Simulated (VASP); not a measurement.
**Os: single point with r2SCAN**

Crystal: Os.

```
Os
1.0
     2.73938    0.00000    0.00000
    -1.36969    2.37237    0.00000
     0.00000    0.00000    4.31382
Os
2
Direct
  0.33333 0.66667 0.25000
  0.66667 0.33333 0.75000
```

- Program: VASP 6.6.1
- Task: single point
- Functional: r2SCAN
- Potentials or basis: VASP PAW PBE potentials, release 64 (Os)
- Cutoff: 520 eV
- k mesh: 13 × 13 × 7
- Occupations: fermi-dirac, width 0.1 eV
- Spin: no spin polarisation
- Dipole correction: no
- Further INCAR settings: ALGO = Normal; EDIFF = 1e-06; NBANDS = 15

```yaml
Pressure: 1.0 GPa
Band_gap_on_the_k_mesh: zero (bands 8 and 9 overlap by 3.97 eV)
```

Levels at points of the mesh, in eV from the Fermi level:
| k point | band 6 | band 7 | band 8 | band 9 | band 10 | band 11 |
| --- | --- | --- | --- | --- | --- | --- |
| (0.00, 0.00, 0.00) | -2.37 | -2.37 | -1.74 | -1.74 | -0.03 | 1.67 |

Run time: 82 s on 1 thread of Intel(R) Xeon(R) Platinum 8488C (Sapphire Rapids) (shared host), peak memory 0.16 GiB.

Caveat: the PAW data sets were made with another functional, which shifts forces and pressure a little; spin-orbit coupling is left out, which moves the levels of the heavy elements.
